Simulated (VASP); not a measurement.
Set up this calculation in VASP 6.6.1, as the native input.

| Property | Result |
| --- | --- |
| Task | single point |
| Functional | LDA |
| Potentials or basis | VASP PAW LDA potentials, release 64 (Re) |
| Cutoff | 600 eV |
| k mesh | 13 × 13 × 7 |
| Occupations | fermi-dirac, width 1 eV |
| Spin | no spin polarisation |
| Dipole correction | no |
| Further INCAR settings | ALGO = Normal; EDIFF = 1e-06; NBANDS = 14 |

The structure of Re lies in POSCAR:

```
Re
1.0
    2.7391880258      0.0000000000      0.0000000000
   -1.3695940129      2.3722064161      0.0000000000
    0.0000000000      0.0000000000      4.4118668232
Re
2
Direct
    0.3333333333      0.6666666667      0.2500000000
    0.6666666667      0.3333333333      0.7500000000
```

These files were run (other wordings do the same):

INCAR

```
PREC = Accurate
ENCUT = 600
EDIFF = 1E-6
ISMEAR = -1
SIGMA = 1.0
LREAL = F
LASPH = T
NELM = 120
ALGO = Normal
ISIF = 2
LWAVE = F
LCHARG = T
GGA = CA
LELF = T
LVHAR = T
NBANDS = 14
GGA_COMPAT = F
```

KPOINTS

```
Automatic mesh
0
Gamma
  13 13 7
```

Potentials or basis: VASP PAW LDA potentials, release 64 (Re).

The run is started by

```bash
$ cat potpaw_LDA.64/Re/POTCAR > POTCAR
$ mpirun -np 1 vasp_std > vasp.out
```

Results of the run:

```
Pressure               : 21.9 GPa
Band gap on the k mesh : zero (bands 7 and 8 overlap by 2.99 eV)
```

Caveat: the cell stands under pressure; so wide a smearing shifts energies and pressures; spin-orbit coupling is left out, which moves the levels of the heavy elements.

Wall time 15 s on 1 thread of Intel(R) Xeon(R) 6975P-C (Granite Rapids), with other jobs on the host, peak memory 0.16 GiB.
